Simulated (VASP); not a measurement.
Wanted: the native input for a VASP 6.6.1 run.

* Task: single point
* Functional: PBEsol
* Potentials or basis: VASP PAW PBE potentials, release 64 (Lu, H)
* Cutoff: 520 eV
* k mesh: 14 × 14 × 14
* Occupations: fermi-dirac, width 0.1 eV
* Spin: no spin polarisation
* Dipole correction: no
* Further INCAR settings: ALGO = Normal; EDIFF = 1e-06; NBANDS = 20

The structure of LuH2 lies in POSCAR:

```
LuH2
1.0
    0.0000000000      2.4276998878      2.4276998878
    2.4276998878      0.0000000000      2.4276998878
    2.4276998878      2.4276998878      0.0000000000
Lu H
1 2
Direct
    0.0000000000      0.0000000000      0.0000000000
    0.2500000000      0.2500000000      0.2500000000
    0.7500000000      0.7500000000      0.7500000000
```

The input as run:

INCAR

```
  PREC = Accurate
  ENCUT = 520
  EDIFF = 1E-6
  ISMEAR = -1
  SIGMA = 0.1
  LREAL = F
  LASPH = T
  NELM = 80
  ALGO = Normal
  ISIF = 2
  LWAVE = F
  LCHARG = F
  GGA = PS
  NBANDS = 20
```

KPOINTS

```
regular mesh
0
Gamma
  14 14 14
```

Potentials or basis: VASP PAW PBE potentials, release 64 (Lu, H).

The run is started by

```sh
$ cat potpaw_PBE.64/Lu/POTCAR potpaw_PBE.64/H/POTCAR > POTCAR
$ mpirun -np 1 vasp_std > vasp.out
```

It gave:

The pressure is 7.4 GPa.

Caveat: the PAW data sets were made with another functional, which shifts forces and pressure a little.

Run time: 33 s on 1 thread of AMD EPYC 9R45 96-Core Processor (Zen 5) (shared host), peak memory 0.19 GiB.
